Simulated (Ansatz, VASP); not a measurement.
# SnSe: VASP beside Ansatz

```xyz
2
Lattice="0.0000 3.0100 3.0100 3.0100 0.0000 3.0100 3.0100 3.0100 0.0000" Properties=species:S:1:pos:R:3 pbc="T T T"
Sn    0.0262   -0.0361   -0.0484
Se    3.0363    3.0100    3.0145
```

Change from the starting cell: atoms moved at random, drawn with an rms of 0.05 Å.

Alike in both runs: task single point; functional PBEsol; k mesh 8 × 8 × 8; occupations fermi-dirac, width 0.05 eV; no spin polarisation.

|  | VASP | Ansatz |
| --- | --- | --- |
| version | VASP 6.6.1 | Ansatz 0.2.0 |
| potentials or method | VASP PAW PBE potentials, release 64 (Sn_d, Se) | Ansatz PAW |
| plane-wave cutoff (eV) | 500 | 420 |
| valence electrons in the cell | 20 | 30 |

|  | VASP | Ansatz | Ansatz less VASP |
| --- | --- | --- | --- |
| gap on the k mesh at the Fermi level (eV) | 0.64 | 0.64 | -0.002 |
| least direct gap on the mesh (eV) | 0.64 | 0.64 | -0.002 |
| pressure (GPa) | -1.9 | -1.9 | -0.01 |

VASP's potentials were made for PBE, not for PBEsol. VASP's potentials hold 20 valence electrons a cell and Ansatz's 30, so a difference there can come from the potentials and not from the codes.
